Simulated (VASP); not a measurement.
Set up this calculation in VASP 6.6.1, as the native input.

```
Task                               : single point
Functional                         : HSE06
Potentials or basis                : VASP PAW PBE potentials, release 64 (Sr_sv, O)
Cutoff                             : 520 eV
k mesh                             : 4 × 4 × 4
Occupations                        : fermi-dirac, width 0.05 eV
Spin                               : no spin polarisation
Dipole correction                  : no
Grid for exact exchange (PRECFOCK) : Normal
Further INCAR settings             : ALGO = Normal; EDIFF = 1e-06; NBANDS = 15
Share of exact exchange            : 0.25
Screening parameter                : 0.2079 1/Å
```

SrO (rock salt type):

```
Sr O
1.0
     0.00000    2.60000    2.60000
     2.60000    0.00000    2.60000
     2.60000    2.60000    0.00000
Sr O
1 1
Direct
  0.00666 0.00666 0.00666
  0.50000 0.50000 0.50000
```

The input as run:

POSCAR

```
SrO
1.0
    0.0000000000      2.6000000000      2.6000000000
    2.6000000000      0.0000000000      2.6000000000
    2.6000000000      2.6000000000      0.0000000000
Sr O
1 1
Direct
    0.0066617339      0.0066617339      0.0066617339
    0.5000000000      0.5000000000      0.5000000000
```

INCAR.step1

```
PREC = Accurate
ENCUT = 520
EDIFF = 1E-5
ISMEAR = -1
SIGMA = 0.05
LREAL = False
LASPH = True
NELM = 80
ALGO = Normal
ISIF = 2
LWAVE = True
LCHARG = False
GGA = PE
NBANDS = 15
```

INCAR.step2

```
PREC = Accurate
ENCUT = 520
EDIFF = 1E-6
ISMEAR = -1
SIGMA = 0.05
LREAL = False
LASPH = True
NELM = 80
ALGO = Normal
ISIF = 2
LWAVE = False
LCHARG = False
GGA = PE
LHFCALC = True
HFSCREEN = 0.2079
PRECFOCK = Normal
ISTART = 1
NBANDS = 15
```

KPOINTS

```
regular mesh
0
Gamma
  4 4 4
```

Potentials or basis: VASP PAW PBE potentials, release 64 (Sr_sv, O).

Launch:

```console
$ cat potpaw_PBE.64/Sr_sv/POTCAR potpaw_PBE.64/O/POTCAR > POTCAR
$ cp INCAR.step1 INCAR
$ mpirun -np 1 vasp_std > vasp.out
$ cp INCAR.step2 INCAR
$ mpirun -np 1 vasp_std > vasp.out
```

Results of the run:

```json
{
 "Pressure": "-1.8 GPa",
 "Largest force": "0.114 eV/Å",
 "Band gap on the k mesh": "4.77 eV (least direct gap 4.89 eV)"
}
```

Caveat: the k points lie up to 0.52 Å⁻¹ apart; the PAW data sets were made with another functional, which shifts forces and pressure a little.

Wall time 17 min on 1 thread of Intel Xeon 8259CL (shared host), peak memory 0.27 GiB.
